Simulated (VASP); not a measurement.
Wanted: the native input for a VASP 6.6.1 run.

| Item | Value |
| --- | --- |
| Task | single point |
| Functional | PBE |
| Potentials or basis | VASP PAW PBE potentials, release 64 (In_d, Os) |
| Cutoff | 520 eV |
| k mesh | 24 × 24 × 24 |
| Occupations | gaussian, width 0.1 eV |
| Spin | no spin polarisation |
| Dipole correction | no |
| Further INCAR settings | ALGO = Fast; EDIFF = 1e-07; NBANDS = 18 |

The structure of InOs lies in POSCAR:

```
InOs
1.0
    1.5069828785      0.8700569706      4.4223679834
   -1.5069828785      0.8700569706      4.4223679834
    0.0000000000     -1.7401139412      4.4223679834
In Os
1 1
Direct
    0.0000000000      0.0000000000      0.0000000000
    0.5000000000      0.5000000000      0.5000000000
```

The cell was generated, and may not be a known phase.

These files were run (other wordings do the same):

INCAR

```
ALGO = Fast
EDIFF = 1E-7
ENCUT = 520
GGA = PE
ISIF = 2
ISMEAR = 0
LASPH = T
LCHARG = F
LREAL = F
LWAVE = F
NBANDS = 18
NELM = 60
PREC = Accurate
SIGMA = 0.1
```

KPOINTS

```
k-points
0
Gamma
  24 24 24
```

Potentials or basis: VASP PAW PBE potentials, release 64 (In_d, Os).

Run with:

```bash
$ cat potpaw_PBE.64/In_d/POTCAR potpaw_PBE.64/Os/POTCAR > POTCAR
$ mpirun -np 1 vasp_std > vasp.out
```

It gave:

```json
{"Pressure": "0.0 GPa", "Band gap on the k mesh": "zero (an odd number of electrons rules out a gap without spin polarisation)"}
```

Caveat: spin-orbit coupling is left out, which moves the levels of the heavy elements.

Wall time 14 min on 1 thread of Intel(R) Xeon(R) 6975P-C (Granite Rapids) (shared host), peak memory 0.94 GiB.
